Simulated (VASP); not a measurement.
Runs of VASP 6.6.1 on Pd. The structure is that of space group P6_3/mmc (No. 194), or close to it. The cells are those of the table. This isn't the form of Pd at room conditions, which is fcc.

| spin | cell | k mesh | smearing | gap on the mesh (eV) | pressure (GPa) | moment (μB) |
| --- | --- | --- | --- | --- | --- | --- |
| off | a = 2.891, b = 2.891, c = 9.528 Å, angles 90.0, 90.0, 120.0°, 4 atoms | 17 × 17 × 5 | fermi-dirac 0.1 eV | none | -13.8 | - |
| collinear | a = 2.663, b = 2.663, c = 8.807 Å, angles 90.0, 90.0, 120.0°, 4 atoms | 15 × 15 × 4 | fermi-dirac 0.05 eV | none | 29.6 | 0.00 |
| collinear | a = 2.741, b = 2.741, c = 9.066 Å, angles 90.0, 90.0, 120.0°, 4 atoms | 15 × 15 × 4 | fermi-dirac 0.05 eV | none | (a) | 0.00 |
| collinear | a = 2.703, b = 2.703, c = 8.938 Å, angles 90.0, 90.0, 120.0°, 4 atoms | 15 × 15 × 4 | fermi-dirac 0.05 eV | none | 17.0 | 0.00 |
| collinear | a = 2.779, b = 2.779, c = 9.190 Å, angles 90.0, 90.0, 120.0°, 4 atoms | 13 × 13 × 4 | fermi-dirac 0.05 eV | none | -0.3 | (b) |

Alike in all rows: task single point; level PBE; potentials or basis VASP PAW PBE potentials, release 64 (Pd); cutoff (eV) 520.

Question: Estimate the missing entries.

Answer: (a) 7.2; (b) 0.03.

Caveats: the cell stands under pressure (at least some runs); the cell stands under tension (at least some runs).

A k mesh can miss the band edges, and the runs leave out spin-orbit coupling on Pd.

A gap of «none» marks levels without a gap at the run's occupations.
